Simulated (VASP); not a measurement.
Runs of VASP 6.6.1 on Cu. The structure is that of space group Fm-3m (No. 225), or close to it. The cells are those of the table. 

```csv
cell,gap on the mesh (eV),pressure (GPa)
"a = 2.548, b = 2.548, c = 2.556 Å, angles 59.9, 59.9, 60.2°, 1 atom",none,-7.0
"a = 2.560, b = 2.560, c = 2.556 Å, angles 60.1, 60.1, 59.9°, 1 atom",none,-8.3
"a = 2.552, b = 2.552, c = 2.556 Å, angles 59.9, 59.9, 60.1°, 1 atom",none,(a)
"a = 2.543, b = 2.543, c = 2.556 Å, angles 59.8, 59.8, 60.3°, 1 atom",none,-6.5
"a = 2.569, b = 2.569, c = 2.556 Å, angles 60.2, 60.2, 59.7°, 1 atom",none,-9.1
"a = 2.556 Å, angles 60.0°, 1 atom",none,(b)
"a = 2.565, b = 2.565, c = 2.556 Å, angles 60.1, 60.1, 59.8°, 1 atom",none,-8.7
```

Alike in all rows: task single point; level r2SCAN+D3(BJ); potentials or basis VASP PAW PBE potentials, release 64 (Cu); no spin polarisation; k mesh 16 × 16 × 16; cutoff (eV) 520; smearing fermi-dirac 0.1 eV.

Question: Estimate the missing entries.

Answer: (a) -7.4; (b) -7.9.

Caveats: three body term missing; the PAW data sets were made with another functional, which shifts forces and pressure a little; pairwise dispersion overbinds metals, which lowers pressure and volume.

A gap of «none» marks levels without a gap at the run's occupations.
